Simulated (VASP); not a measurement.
Set up this calculation in VASP 6.6.1, as the native input.

```
Task                   : single point
Functional             : LDA
Potentials or basis    : VASP PAW LDA potentials, release 64 (La, Ag, O)
Cutoff                 : 520 eV
k mesh                 : 6 × 6 × 6
Occupations            : fermi-dirac, width 0.15 eV
Spin                   : no spin polarisation
Dipole correction      : no
Further INCAR settings : ALGO = Normal; EDIFF = 1e-06; NBANDS = 28
```

The structure of LaAgO3 lies in POSCAR:

```
LaAgO3
1.0
    4.2086892417      0.0000000000      0.0000000000
    0.0000000000      4.2086892417      0.0000000000
    0.0000000000      0.0000000000      4.2086892417
La Ag O
1 1 3
Direct
    0.5000000000      0.5000000000      0.5000000000
    0.0000000000      0.0000000000      0.0000000000
    0.5000000000      0.0000000000      0.0000000000
    0.0000000000      0.5000000000      0.0000000000
    0.0000000000      0.0000000000      0.5000000000
```

These files were run (other wordings do the same):

INCAR

```
  PREC = Accurate
  ENCUT = 520
  EDIFF = 1E-6
  ISMEAR = -1
  SIGMA = 0.15
  LREAL = False
  LASPH = True
  NELM = 60
  ALGO = Normal
  ISIF = 2
  LWAVE = False
  LCHARG = False
  NBANDS = 28
```

KPOINTS

```
regular mesh
0
Gamma
  6 6 6
```

Potentials or basis: VASP PAW LDA potentials, release 64 (La, Ag, O).

Run with:

```bash
$ cat potpaw_LDA.64/La/POTCAR potpaw_LDA.64/Ag/POTCAR potpaw_LDA.64/O/POTCAR > POTCAR
$ mpirun -np 1 vasp_std > vasp.out
```

It gave:

* Pressure: -19.7 GPa
* Band gap on the k mesh: zero (band 20 reaches 7.85 eV, above the bottom of band 21 at 4.54 eV)

Caveat: spin-orbit coupling is left out, which moves the levels of the heavy elements.

Run time: 49 s on 1 thread of AMD EPYC 7R13 Processor (Zen 3), with other jobs on the host, peak memory 0.16 GiB.
